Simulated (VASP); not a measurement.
# HfO2 (Fm-3m) in VASP: further runs

HfO2 is run at these levels: PBE0, r2SCAN50, PBE-based screened hybrid with 15 % exact exchange, HF, r2SCAN-based global hybrid with 15 % exact exchange; tasks: single point.

Everything below comes from runs of VASP 6.6.1. Logs are shortened: lines on timing, memory, paths and dates and some standing lists are left out, and cuts for length are marked.

**1. The cell of the first run**

The structure is cubic, space group Fm-3m (No. 225). Conventional cell: a = 5.115 Å, b = 5.115 Å, c = 5.115 Å, α = 90.00°, β = 90.00°, γ = 90.00°. Hf (site symmetry m-3m) has 8 O at 2.21 Å within 2.9 Å. Within 2.9 Å of O (site symmetry -43m) lie 4 Hf at 2.21 Å and 6 O at 2.56 Å.

**2. Single point, PBE0**

Input file POSCAR:

```
HfO2
1.0
    0.0000000000      2.5575019374      2.5575019374
    2.5575019374      0.0000000000      2.5575019374
    2.5575019374      2.5575019374      0.0000000000
Hf O
1 2
Direct
    0.0000000000      0.0000000000      0.0000000000
    0.2500000000      0.2500000000      0.2500000000
    0.7500000000      0.7500000000      0.7500000000
```

Input file INCAR.step1:

```
PREC = Accurate
ENCUT = 520
EDIFF = 1E-5
ISMEAR = 0
SIGMA = 0.05
LREAL = False
LASPH = True
NELM = 100
ALGO = Normal
ISIF = 2
LWAVE = True
LCHARG = False
GGA = PE
NBANDS = 18
```

Input file INCAR.step2:

```
PREC = Accurate
ENCUT = 520
EDIFF = 1E-6
ISMEAR = 0
SIGMA = 0.05
LREAL = False
LASPH = True
NELM = 100
ALGO = Normal
ISIF = 2
LWAVE = False
LCHARG = False
GGA = PE
LHFCALC = True
AEXX = 0.25
PRECFOCK = Normal
ISTART = 1
NBANDS = 18
```

Input file KPOINTS:

```
Automatic mesh
0
Gamma
  4 4 4
```

Potentials or basis: VASP PAW PBE potentials, release 64 (Hf_pv, O).

The run is started by

```console
cat potpaw_PBE.64/Hf_pv/POTCAR potpaw_PBE.64/O/POTCAR > POTCAR
cp INCAR.step1 INCAR
mpirun -np 1 vasp_std > vasp.out
cp INCAR.step2 INCAR
mpirun -np 1 vasp_std > vasp.out
```

OUTCAR:

```text
PREC = Accurate
   ENCUT = 520
   EDIFF = 1E-6
   ISMEAR = 0
   LREAL = False
   LASPH = True
   NELM = 100
   ISIF = 2
   GGA = PE
   LHFCALC = True
   AEXX = 0.25
   PRECFOCK = Normal
   ISTART = 1

 ion  position               nearest neighbor table
   1  0.000  0.000  0.000-   2 2.21   3 2.21   3 2.21   3 2.21   3 2.21   2 2.21   2 2.21   2 2.21

   2  0.250  0.250  0.250-   1 2.21   1 2.21   1 2.21   1 2.21
   3  0.750  0.750  0.750-   1 2.21   1 2.21   1 2.21   1 2.21

  LATTYP: Found a face centered cubic cell.
 ALAT       =     5.1150038748

  Lattice vectors:

 A1 = (   0.0000000000,   2.5575019374,   2.5575019374)
 A2 = (   2.5575019374,   0.0000000000,   2.5575019374)
 A3 = (   2.5575019374,   2.5575019374,   0.0000000000)

Analysis of symmetry for initial positions (statically):
=====================================================================
 Subroutine PRICEL returns:
 Original cell was already a primitive cell.

 Routine SETGRP: Setting up the symmetry group for a
 face centered cubic supercell.

 Subroutine GETGRP returns: Found 48 space group operations
 (whereof 48 operations were pure point group operations)
 out of a pool of 48 trial point group operations.

The static configuration has the point symmetry O_h .

Analysis of symmetry for dynamics (positions and initial velocities):
=====================================================================
 Subroutine PRICEL returns:
 Original cell was already a primitive cell.

 Routine SETGRP: Setting up the symmetry group for a
 face centered cubic supercell.

 Subroutine GETGRP returns: Found 48 space group operations
 (whereof 48 operations were pure point group operations)
 out of a pool of 48 trial point group operations.

The dynamic configuration has the point symmetry O_h .

 Subroutine INISYM returns: Found 48 space group operations
 (whereof 48 operations are pure point group operations),
 and found     1 'primitive' translations

----------------------------------------------------------------------------------------

                                     Primitive cell

  volume of cell :      33.4563

  direct lattice vectors                    reciprocal lattice vectors
     0.000000000  2.557501937  2.557501937    -0.195503273  0.195503273  0.195503273
     2.557501937  0.000000000  2.557501937     0.195503273 -0.195503273  0.195503273
     2.557501937  2.557501937  0.000000000     0.195503273  0.195503273 -0.195503273

  length of vectors
     3.616853926  3.616853926  3.616853926     0.338621602  0.338621602  0.338621602

  position of ions in fractional coordinates (direct lattice)
     0.000000000  0.000000000  0.000000000
     0.250000000  0.250000000  0.250000000
     0.750000000  0.750000000  0.750000000

  ion indices of the primitive-cell ions
   primitive index   ion index
                 1           1
                 2           2
                 3           3

----------------------------------------------------------------------------------------

 KPOINTS: Automatic mesh

Automatic generation of k-mesh.
 Grid dimensions read from file:
 generate k-points for:    4    4    4

 Generating k-lattice:

  Cartesian coordinates                     Fractional coordinates (reciprocal lattice)
    -0.048875818  0.048875818  0.048875818     0.250000000  0.000000000  0.000000000
     0.048875818 -0.048875818  0.048875818     0.000000000  0.250000000  0.000000000
     0.048875818  0.048875818 -0.048875818     0.000000000  0.000000000  0.250000000

  Length of vectors
     0.084655401  0.084655401  0.084655401

  Shift w.r.t. Gamma in fractional coordinates (k-lattice)
     0.000000000  0.000000000  0.000000000

 Subroutine IBZKPT returns following result:
 ===========================================

 Found      8 irreducible k-points:

 Following reciprocal coordinates:
            Coordinates               Weight
  0.000000  0.000000  0.000000      1.000000
  0.250000  0.000000  0.000000      8.000000
  0.500000  0.000000  0.000000      4.000000
  0.250000  0.250000  0.000000      6.000000
  0.500000  0.250000  0.000000     24.000000
 -0.250000  0.250000  0.000000     12.000000
  0.500000  0.500000  0.000000      3.000000
 -0.250000  0.500000  0.250000      6.000000
   k-points           NKPTS =      8   k-points in BZ     NKDIM =     64   number of bands    NBANDS=     18
   number of dos      NEDOS =    301   number of ions     NIONS =      3
   total plane-waves  NPLWV =  21952
   dimension x,y,z NGX =    28 NGY =   28 NGZ =   28
   dimension x,y,z NGXF=    56 NGYF=   56 NGZF=   56
   ions per type =               1   2
   NGX,Y,Z   is equivalent  to a cutoff of  12.87, 12.87, 12.87 a.u.
   NGXF,Y,Z  is equivalent  to a cutoff of  25.74, 25.74, 25.74 a.u.
 SYSTEM =  unknown system
   PREC   = accura    normal or accurate (medium, high low for compatibility)
   ISTART =      1    job   : 0-new  1-cont  2-samecut
   ICHARG =      0    charge: 1-file 2-atom 10-const
   ISPIN  =      1    spin polarized calculation?
   LNONCOLLINEAR =      F non collinear calculations
   LSORBIT =      F    spin-orbit coupling
   LASPH  =      T    aspherical Exc in radial PAW
   ENCUT  =  520.0 eV  38.22 Ry    6.18 a.u.   6.72  6.72  6.72*2*pi/ulx,y,z
   NELM   =    100;   NELMIN=  2; NELMDL=  0     # of ELM steps
   EDIFF  = 0.1E-05   stopping-criterion for ELM
   LREAL  =      F    real-space projection
   EDIFFG = 0.1E-04   stopping-criterion for IOM
   NSW    =      0    number of steps for IOM
   IBRION =     -1    ionic relax: 0-MD 1-quasi-New 2-CG
   NFREE  =      0    steps in history (QN), initial steepest desc. (CG)
   ISIF   =      2    stress and relaxation
   ISYM   =      3    0-nonsym 1-usesym 2-fastsym
   POTIM  = 0.5000    time-step for ionic-motion
   TEBEG  =    0.0;   TEEND  =   0.0 temperature during run
   PSTRESS=    0.0 pullay stress
   NELECT =      22.0000    total number of electrons
   NUPDOWN=      -1.0000    fix difference up-down
   EMIN   =  10.00;   EMAX   =-10.00  energy-range for DOS
   EFERMI =   0.00;   METHOD = LEGACY
   ISMEAR =     0;   SIGMA  =   0.05  broadening in eV -4-tet -1-fermi 0-gaus
   EFERMI_NEDOS =   21; number of points for ismear=-14 and -15
   IALGO  =     38    algorithm
   IMIX   =      1    mixing-type and parameters
     AMIX     =   0.40;   BMIX     =  1.00
     AMIX_MAG =   1.60;   BMIX_MAG =  1.00
  volume/ion in A,a.u.               =      11.15        75.26
  Fermi-wavevector in a.u.,A,eV,Ry     =   1.423606  2.690225 27.574295  2.026654
  Thomas-Fermi vector in A             =   2.544185
   LORBIT       =      0    0 simple, 1 ext, 2 COOP (PROOUT), +10 PAW based schemes
   GGA     = PE    functional components
   LHFCALC =     T    Hartree Fock is set to
   PRECFOCK=normal    Normal, Fast or Accurate (Low or Medium for compatibility)
   ENCUT4O =  -1.0   cutoff for four orbital integrals eV
   NKREDX  =     1    reduce k-point grid by
   NKREDY  =     1    reduce k-point grid by
   NKREDZ  =     1    reduce k-point grid by
   AEXX    =    0.2500 exact exchange contribution
   HFSCREEN=    0.0000 screening length (either q_TF or 0.3 A-1)
   HFSCREENC=   0.0000 screening length for correlation (either q_TF or 0.3 A-1)
   ENCUTFOCK=  -1.0 apply spherical cutoff to Coloumb kernel
   IVDW    =     0    specifies the selected vdW correction
   LEPSILON=     F    determine dielectric tensor
   LRPA    =     F    only Hartree local field effects (RPA)
 non-spin polarized calculation
 Gauss-broadening in eV      SIGMA  =   0.05
  energy-cutoff  :      520.00
  volume of cell :       33.46
 maximum number of plane-waves:       934
 NGX is ok and might be reduce to    28
  NGX = 24; NGY = 24; NGZ = 24

 number of electron      21.9999993 magnetization

 Free energy of the ion-electron system (eV)
  ---------------------------------------------------
  ext. energy  EPLUGINS =         0.00000000
  ---------------------------------------------------
  free energy    TOTEN  =       -38.37527398 eV

  energy without entropy =      -38.37527398  energy(sigma->0) =      -38.37527398

 E-fermi :   2.9788     XC(G=0):  -9.1888

 val. band max:        2.6244780911   @ k =   0.5000   0.5000   0.0000
 cond. band min:       8.6603481704   @ k =   0.5000   0.5000   0.0000
 fundamental gap:      6.0358700793
 Fermi energy:         2.9788239759

 k-point     1 :       0.0000    0.0000    0.0000
  band No.  band energies     occupation
      1     -28.7283      2.00000
      2     -28.7283      2.00000
      3     -28.7283      2.00000
      4     -17.6789      2.00000
      5     -14.6085      2.00000
      6      -3.0092      2.00000
[... 10 lines left out ...]
     17      15.4448      0.00000
     18      18.8668      0.00000

 k-point     2 :       0.2500    0.0000    0.0000
  band No.  band energies     occupation
      1     -28.9669      2.00000
      2     -28.7559      2.00000
      3     -28.7559      2.00000
      4     -16.9622      2.00000
      5     -15.1195      2.00000
      6      -2.4545      2.00000
[... 10 lines left out ...]
     17      14.6527      0.00000
     18      17.6474      0.00000

 k-point     3 :       0.5000    0.0000    0.0000
  band No.  band energies     occupation
      1     -29.1878      2.00000
      2     -28.7835      2.00000
      3     -28.7835      2.00000
      4     -16.4207      2.00000
      5     -15.3135      2.00000
      6      -1.8830      2.00000
[... 10 lines left out ...]
     17      14.3719      0.00000
     18      17.6073      0.00000

 k-point     4 :       0.2500    0.2500    0.0000
  band No.  band energies     occupation
      1     -28.9827      2.00000
      2     -28.7961      2.00000
      3     -28.7961      2.00000
      4     -16.6588      2.00000
      5     -15.3192      2.00000
      6      -2.3269      2.00000
[... 10 lines left out ...]
     17      14.0008      0.00000
     18      18.4310      0.00000

 k-point     5 :       0.5000    0.2500    0.0000
  band No.  band energies     occupation
      1     -29.1244      2.00000
      2     -28.9053      2.00000
      3     -28.8234      2.00000
      4     -15.9841      2.00000
      5     -15.5784      2.00000
      6      -2.9249      2.00000
[... 10 lines left out ...]
     17      16.1141      0.00000
     18      18.4271      0.00000

 k-point     6 :      -0.2500    0.2500    0.0000
  band No.  band energies     occupation
      1     -29.0589      2.00000
      2     -28.9205      2.00000
      3     -28.7834      2.00000
      4     -16.2061      2.00000
      5     -15.5117      2.00000
      6      -2.6108      2.00000
[... 10 lines left out ...]
     17      15.8596      0.00000
     18      18.1129      0.00000

 k-point     7 :       0.5000    0.5000    0.0000
  band No.  band energies     occupation
      1     -29.2124      2.00000
      2     -28.8629      2.00000
      3     -28.8629      2.00000
      4     -15.9029      2.00000
      5     -15.4855      2.00000
      6      -4.1757      2.00000
[... 10 lines left out ...]
     17      18.0840      0.00000
     18      18.8970      0.00000

 k-point     8 :      -0.2500    0.5000    0.2500
  band No.  band energies     occupation
      1     -29.0415      2.00000
      2     -29.0415      2.00000
      3     -28.8643      2.00000
      4     -15.6884      2.00000
      5     -15.6884      2.00000
      6      -2.9995      2.00000
[... 10 lines left out ...]
     17      17.8307      0.00000
     18      18.8676      0.00000

------------------------ aborting loop because EDIFF is reached ----------------------------------------

  FORCE on cell =-STRESS in cart. coord.  units (eV):
  Direction    XX          YY          ZZ          XY          YZ          ZX
  --------------------------------------------------------------------------------------
  -------------------------------------------------------------------------------------
  Total       -2.7886595     -2.7886595     -2.7886595     -0.0000000      0.0000000      0.0000000
  in kB     -133.5451621   -133.5451621   -133.5451621     -0.0000000      0.0000000      0.0000000
  external PRESSURE =    -133.5451621 kB  Pullay stress =       0.0000000 kB

 VOLUME and BASIS-vectors are now :
 -----------------------------------------------------------------------------
  energy-cutoff  :      520.00
  volume of cell :       33.46
      direct lattice vectors                 reciprocal lattice vectors
     0.000000000  2.557501937  2.557501937    -0.195503273  0.195503273  0.195503273
     2.557501937  0.000000000  2.557501937     0.195503273 -0.195503273  0.195503273
     2.557501937  2.557501937  0.000000000     0.195503273  0.195503273 -0.195503273

 POSITION                                       TOTAL-FORCE (eV/Angst)
 -----------------------------------------------------------------------------------
      0.00000      0.00000      0.00000         0.000000     -0.000000     -0.000000
      1.27875      1.27875      1.27875        -0.000000     -0.000000     -0.000000
      3.83625      3.83625      3.83625         0.000000      0.000000      0.000000
 -----------------------------------------------------------------------------------
    total drift:                                0.000001      0.000001      0.000001

  FREE ENERGIE OF THE ION-ELECTRON SYSTEM (eV)
  ---------------------------------------------------
  free  energy   TOTEN  =       -38.3752739777 eV

  energy  without entropy=      -38.3752739777  energy(sigma->0) =      -38.37527398
```

It took 22 min on 1 thread of Intel Xeon 8259CL, shared host; peak memory 0.18 GiB.

Results:

- Free energy: -38.3753 eV
- Pressure: -13.4 GPa
- Band gap on the k mesh: 6.04 eV

Levels at points of the mesh, in eV from the valence-band top:
| k point | band 8 | band 9 | band 10 | band 11 | band 12 | band 13 | band 14 | band 15 |
| --- | --- | --- | --- | --- | --- | --- | --- | --- |
| (0.00, 0.00, 0.00) | -5.63 | -0.66 | -0.66 | -0.66 | 6.17 | 6.17 | 7.93 | 12.82 |
| (0.50, 0.00, 0.00) | -3.28 | -2.91 | -1.99 | -1.99 | 6.92 | 6.92 | 9.19 | 11.34 |
| (0.50, 0.50, 0.00) | -3.74 | -1.61 | -1.61 | 0.00 | 6.04 | 7.89 | 8.82 | 10.43 |

Caveat: the k points lie up to 0.53 Å⁻¹ apart; the PAW data sets were made with another functional, which shifts forces and pressure a little; spin-orbit coupling is left out, which moves the levels of the heavy elements. A k mesh can miss the band edges.

**3. Single point, r2SCAN50**

POSCAR is that of step 2.

Input file INCAR.step1:

```
PREC     = Accurate       # precision mode
ENCUT    = 520            # plane-wave cutoff, eV
EDIFF    = 1E-5           # SCF threshold, eV
ISMEAR   = 0              # smearing method
SIGMA    = 0.05           # smearing width, eV
LREAL    = False          # projectors in reciprocal space
LASPH    = True           # aspherical terms in the spheres
NELM     = 80             # most SCF steps
ALGO     = Normal         # electronic algorithm
ISIF     = 2              # what is computed and relaxed
LWAVE    = True           # write WAVECAR
LCHARG   = False          # write CHGCAR
GGA      = PE             # functional
NBANDS   = 18             # bands
```

Input file INCAR.step2:

```
PREC     = Accurate       # precision mode
ENCUT    = 520            # plane-wave cutoff, eV
EDIFF    = 1E-6           # SCF threshold, eV
ISMEAR   = 0              # smearing method
SIGMA    = 0.05           # smearing width, eV
LREAL    = False          # projectors in reciprocal space
LASPH    = True           # aspherical terms in the spheres
NELM     = 80             # most SCF steps
ALGO     = Normal         # electronic algorithm
ISIF     = 2              # what is computed and relaxed
LWAVE    = False          # write WAVECAR
LCHARG   = False          # write CHGCAR
METAGGA  = R2SCAN         # meta-GGA
LHFCALC  = True           # exact exchange
AEXX     = 0.5            # exact-exchange fraction
LMIXTAU  = True         
PRECFOCK = Normal       
ISTART   = 1            
NBANDS   = 18             # bands
```

Input file KPOINTS:

```
regular mesh
0
Gamma
  4 4 4
```

Potentials or basis: VASP PAW PBE potentials, release 64 (Hf_pv, O).

The run is started by

```console
cat potpaw_PBE.64/Hf_pv/POTCAR potpaw_PBE.64/O/POTCAR > POTCAR
cp INCAR.step1 INCAR
mpirun -np 1 vasp_std > vasp.out
cp INCAR.step2 INCAR
mpirun -np 1 vasp_std > vasp.out
```

It took 30 min on 1 thread of Intel Xeon 8259CL, shared host; peak memory 0.18 GiB.

The run converged. Its results:

```
Free energy            : -66.7243 eV
Pressure               : -20.9 GPa
Band gap on the k mesh : 8.59 eV
```

Levels at points of the mesh, in eV from the valence-band top:
| k point | band 8 | band 9 | band 10 | band 11 | band 12 | band 13 | band 14 | band 15 |
| --- | --- | --- | --- | --- | --- | --- | --- | --- |
| (0.00, 0.00, 0.00) | -6.05 | -0.74 | -0.74 | -0.74 | 8.84 | 8.84 | 10.47 | 15.83 |
| (0.50, 0.00, 0.00) | -3.52 | -3.14 | -2.19 | -2.19 | 9.61 | 9.61 | 11.96 | 13.88 |
| (0.50, 0.50, 0.00) | -4.09 | -1.71 | -1.71 | 0.00 | 8.59 | 10.70 | 11.57 | 13.23 |

Caveat: the k points lie up to 0.53 Å⁻¹ apart; the PAW data sets were made with another functional, which shifts forces and pressure a little; spin-orbit coupling is left out, which moves the levels of the heavy elements.

(Continued in part 2 of 2.)
